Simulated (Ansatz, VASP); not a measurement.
Two plane-wave programs on NbP

Contents of INCAR:

```
SYSTEM = NbP
PREC = Accurate
ENCUT = 520
EDIFF = 1E-6
ISMEAR = -1
SIGMA = 0.05
LREAL = .False.
LASPH = .True.
NELM = 100
ALGO = Normal
ISIF = 2
LWAVE = .False.
LCHARG = .False.
GGA = PE
NBANDS = 26
```

File KPOINTS:

```
regular mesh
0
Gamma
  11 11 11
  0 0 0
```

Contents of POSCAR:

```
NbP
1.0
   -1.6407315532      1.6407315532      5.6229302316
    1.6407315532     -1.6407315532      5.6229302316
    1.6407315532      1.6407315532     -5.6229302316
Nb P
2 2
Direct
    0.2498808000      0.7498808000      0.5000000000
    0.4998808000      0.4998808000      0.0000000000
    0.8327477700      0.3327477700      0.5000000000
    0.0827477700      0.0827477700      0.0000000000
```

The input input.yaml:

```yaml
crystal:
  lattice:
    - [-1.6407315532, 1.6407315532, 5.6229302316]
    - [1.6407315532, -1.6407315532, 5.6229302316]
    - [1.6407315532, 1.6407315532, -5.6229302316]
  atoms:
    - { symbol: Nb, position: [0.2498808, 0.7498808, 0.5] }
    - { symbol: Nb, position: [0.4998808, 0.4998808, 0.0] }
    - { symbol: P, position: [0.83274777, 0.33274777, 0.5] }
    - { symbol: P, position: [0.08274777, 0.08274777, 0.0] }
hamiltonian:
  xc: pbe
  pseudopotentials: { kind: paw, azcp: { folder: soft_1 } }
kpoints:
  mp_grid: { grid: [11, 11, 11] }
scf:
  occupations: { method: fermi_dirac, width: 0.05 }
output:
  forces: true
  stress: true
  eigenvalues: true
```

Alike in both runs: task single point; functional PBE; k mesh 11 × 11 × 11; occupations fermi-dirac, width 0.05 eV; no spin polarisation.

```csv
,VASP,Ansatz
version,VASP 6.6.1,Ansatz 0.2.0
potentials or method,"VASP PAW PBE potentials, release 64 (Nb_sv, P)",Ansatz PAW soft_1
plane-wave cutoff (eV),520,420
valence electrons in the cell,36,36
```

|  | VASP | Ansatz | Ansatz less VASP |
| --- | --- | --- | --- |
| gap on the k mesh at the Fermi level (eV) | none | none | - |
| pressure (GPa) | 11.5 | 12.0 | +0.47 |
| traceless stress, the component that is largest in VASP (GPa) | -1.58 | -1.61 | -0.030 |
| rms of the force components (eV/Å) | 0.022 | 0.023 | +0.0011 |

Atom by atom the forces differ by 0.001 eV/Å (rms over components). A gap of «none» marks a metal or a gap that the smearing closes.
